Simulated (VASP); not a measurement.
A run of VASP 6.6.1 is set up as follows.

File INCAR:

```
PREC     = Accurate       # precision mode
ENCUT    = 520            # plane-wave cutoff, eV
EDIFF    = 1E-6           # SCF threshold, eV
ISMEAR   = 0              # smearing method
SIGMA    = 0.05           # smearing width, eV
LREAL    = F              # projectors in reciprocal space
LASPH    = T              # aspherical terms in the spheres
NELM     = 60             # most SCF steps
ALGO     = Normal         # electronic algorithm
ISIF     = 2              # what is computed and relaxed
LWAVE    = F              # write WAVECAR
LCHARG   = F              # write CHGCAR
NBANDS   = 20             # bands
```

KPOINTS

```
Automatic mesh
0
Gamma
  12 12 4
```

POSCAR

```
Al2O3
1.0
    3.1381818458      0.0000000000      0.0000000000
   -1.5690909229      2.7177452001      0.0000000000
    0.0000000000      0.0000000000      7.8776214423
Al O
2 3
Direct
    0.0000000000      0.0000000000      0.2779510000
    0.0000000000      0.0000000000      0.7220490000
    0.3333333333      0.6666666667      0.1994540000
    0.6666666667      0.3333333333      0.8005460000
    0.0000000000      0.0000000000      0.5000000000
```

Potentials or basis: VASP PAW LDA potentials, release 64 (Al, O).

Launch:

```sh
$ cat potpaw_LDA.64/Al/POTCAR potpaw_LDA.64/O/POTCAR > POTCAR
$ mpirun -np 1 vasp_std > vasp.out
```

What does it give for the largest force?

1.181 eV/Å.

Estimate the band gap on the k mesh.

1.39 eV, direct.

Predict the pressure.

-21.2 GPa.

Stress tensor (GPa, compression positive):
```
-20.12   0.00   0.00
  0.00 -20.12   0.00
  0.00   0.00 -23.30
```

Caveat: the cell differs from its parent crystal (strain +0.040 along x and y, +0.040 along z); forces of over 1 eV/Å act on the atoms, so gaps and moduli don't describe the material at rest. A k mesh can miss the band edges.
